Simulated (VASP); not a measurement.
Runs of VASP 6.6.1 on WSe2. The structure is that of space group P-3m1 (No. 164), or close to it. The cells are those of the table. 

```csv
cell,gap on the mesh (eV),largest force (eV/Å)
"a = 3.499, b = 3.499, c = 21.609 Å, angles 90.0, 90.0, 120.0°, 6 atoms",none,2.28
"a = 3.408, b = 3.408, c = 22.780 Å, angles 90.0, 90.0, 120.0°, 6 atoms",0.56,1.17
"a = 3.119, b = 3.119, c = 27.194 Å, angles 90.0, 90.0, 120.0°, 6 atoms",(a),2.15
"a = 3.211, b = 3.211, c = 25.662 Å, angles 90.0, 90.0, 120.0°, 6 atoms",1.32,1.16
```

Alike in all rows: task single point; level r2SCAN; potentials or basis VASP PAW PBE potentials, release 64 (W_sv, Se); no spin polarisation; k mesh 12 × 12 × 2; cutoff (eV) 520; smearing gaussian 0.05 eV.

Estimate the missing entries.

(a) 1.01.

Caveats: the PAW data sets were made with another functional, which shifts forces and pressure a little; spin-orbit coupling is left out, which moves the levels of the heavy elements.

A k mesh can miss the band edges, and the runs leave out spin-orbit coupling on Se, W.

A gap of «none» marks levels without a gap at the run's occupations.
